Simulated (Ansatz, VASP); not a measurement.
One calculation of PtS2, two programs

```
S Pt
1.0
     3.51733    0.00000    0.00000
    -1.75866    3.04610    0.00000
     0.00000    0.00000   28.72000
S Pt
2 1
Cartesian
  0.0000 2.0307 7.0046
  1.7587 1.0154 9.4554
  0.0000 0.0000 8.2300
```

Alike in both runs: functional PBEsol; dispersion D4; k mesh 12 × 12 × 1; occupations gaussian, width 0.03 eV; no spin polarisation.

Ansatz relaxed the structure, and its values are those at the end. VASP's run is a single point on that final structure, the one shown.

|  | VASP | Ansatz |
| --- | --- | --- |
| version | VASP 6.6.1 | Ansatz 0.2.0 |
| potentials or method | VASP PAW PBE potentials, release 64 (S, Pt), cutoff 400 eV | scalar-relativistic, plane waves, PAW |
| valence electrons in the cell | 22 | 30 |

```tsv
	VASP	Ansatz	Ansatz less VASP
gap on the k mesh at the Fermi level (eV)	1.82	1.81	-0.010
least direct gap on the mesh (eV)	1.98	1.97	-0.010
rms of the force components (eV/Å)	0.012	0.000	-0.0115
```

VASP's potentials were made for PBE, not for PBEsol, and Ansatz warns of the same on its side. VASP's potentials hold 22 valence electrons a cell and Ansatz's 30, so a difference there can come from the potentials and not from the codes. Ansatz's warnings: slab cell height set, structure snapped to symmetry, xc potential rough in thin density.

Neither program's run includes spin-orbit coupling.
